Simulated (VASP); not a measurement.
Set up this calculation in VASP 6.6.1, as the native input.

| Quantity | Value |
| --- | --- |
| Task | single point |
| Functional | PBE-based screened hybrid with 35 % exact exchange |
| Potentials or basis | VASP PAW PBE potentials, release 64 (Li_sv, F) |
| Cutoff | 520 eV |
| k mesh | 6 × 6 × 2 |
| Occupations | gaussian, width 0.01 eV |
| Spin | no spin polarisation |
| Dipole correction | no |
| Grid for exact exchange (PRECFOCK) | Normal |
| Share of exact exchange | 0.35 |
| Further INCAR settings | ALGO = Normal; EDIFF = 1e-06; NBANDS = 18 |
| Screening parameter | 0.5 1/Å |

LiF:

```xyz
4
Lattice="2.7757 0.0000 0.0000 -1.3879 2.4038 0.0000 0.0000 0.0000 4.7827" Properties=species:S:1:pos:R:3 pbc="T T T"
Li    0.0000    0.0000    0.0000
Li    0.0000    0.0000    2.3913
F     0.0000    1.6026    1.1957
F     1.3879    0.8013    3.5870
```

The input as run:

POSCAR

```
LiF
1.0
    2.7757075659      0.0000000000      0.0000000000
   -1.3878537829      2.4038332655      0.0000000000
    0.0000000000      0.0000000000      4.7826938440
Li F
2 2
Direct
    0.0000000000      0.0000000000      0.0000000000
    0.0000000000      0.0000000000      0.5000000000
    0.3333333333      0.6666666667      0.2500000000
    0.6666666667      0.3333333333      0.7500000000
```

INCAR.step1

```
SYSTEM = LiF
PREC     = Accurate       ! precision mode
ENCUT    = 520            ! plane-wave cutoff, eV
EDIFF    = 1E-5           ! SCF threshold, eV
ISMEAR   = 0              ! smearing method
SIGMA    = 0.01           ! smearing width, eV
LREAL    = .False.        ! projectors in reciprocal space
LASPH    = .True.         ! aspherical terms in the spheres
NELM     = 100            ! most SCF steps
ALGO     = Normal         ! electronic algorithm
ISIF     = 2              ! what is computed and relaxed
LWAVE    = .True.         ! write WAVECAR
GGA      = PE             ! functional
NBANDS   = 18             ! bands
```

INCAR.step2

```
SYSTEM = LiF
PREC     = Accurate       ! precision mode
ENCUT    = 520            ! plane-wave cutoff, eV
EDIFF    = 1E-6           ! SCF threshold, eV
ISMEAR   = 0              ! smearing method
SIGMA    = 0.01           ! smearing width, eV
LREAL    = .False.        ! projectors in reciprocal space
LASPH    = .True.         ! aspherical terms in the spheres
NELM     = 100            ! most SCF steps
ALGO     = Normal         ! electronic algorithm
ISIF     = 2              ! what is computed and relaxed
LWAVE    = .False.        ! write WAVECAR
LCHARG   = .True.         ! write CHGCAR
GGA      = PE             ! functional
LHFCALC  = .True.         ! exact exchange
AEXX     = 0.35           ! exact-exchange fraction
HFSCREEN = 0.5            ! screening, 1/A
PRECFOCK = Normal       
LELF     = .True.         ! ELF
LVHAR    = .True.       
ISTART   = 1            
NBANDS   = 18             ! bands
```

KPOINTS

```
Automatic mesh
0
Gamma
  6 6 2
  0 0 0
```

Potentials or basis: VASP PAW PBE potentials, release 64 (Li_sv, F).

Launch:

```sh
$ cat potpaw_PBE.64/Li_sv/POTCAR potpaw_PBE.64/F/POTCAR > POTCAR
$ cp INCAR.step1 INCAR
$ mpirun -np 1 vasp_std > vasp.out
$ cp INCAR.step2 INCAR
$ mpirun -np 1 vasp_std > vasp.out
```

It gave:

```yaml
Band_gap_on_the_k_mesh: 11.34 eV
```

Caveat: the k points lie up to 0.66 Å⁻¹ apart.

Run time: 4.1 min on 1 thread of Intel(R) Xeon(R) 6975P-C (Granite Rapids), with other jobs on the host, peak memory 0.25 GiB.
